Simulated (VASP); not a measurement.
Runs of VASP 6.6.1 on Ni2Cl. The structure is that of space group P6/mmm (No. 191), or close to it. The cells are those of the table. The cell was generated, and may not be a known phase.

```csv
task,cell,k mesh,cutoff (eV),gap on the mesh (eV),pressure (GPa),moment (μB)
single point,"a = 4.105, b = 4.105, c = 2.947 Å, angles 90.0, 90.0, 120.0°, 3 atoms",6 × 6 × 6,520,none,0.1,1.32
single point,"a = 4.139, b = 4.139, c = 3.625 Å, angles 90.0, 90.0, 120.0°, 3 atoms",6 × 6 × 6,520,none,(b),1.40
relaxation of cell and atoms,"relaxed from a = 4.139, b = 4.139, c = 3.625 Å, angles 90.0, 90.0, 120.0°, 3 atoms",6 × 6 × 6,600,none,0.2,1.32
single point,"a = 4.112, b = 4.112, c = 2.932 Å, angles 90.0, 90.0, 120.0°, 3 atoms",12 × 12 × 16,520,none,0.0,(a)
```

Alike in all rows: level PBE; potentials or basis VASP PAW PBE potentials, release 64 (Ni, Cl); spin collinear, ferromagnetic start; smearing gaussian 0.1 eV.

**Question.** Fill in the values left out.

**Answer.** (a) 1.33; (b) -7.4.

Caveats: the cell stands under tension (at least some runs).

A gap of «none» marks levels without a gap at the run's occupations.
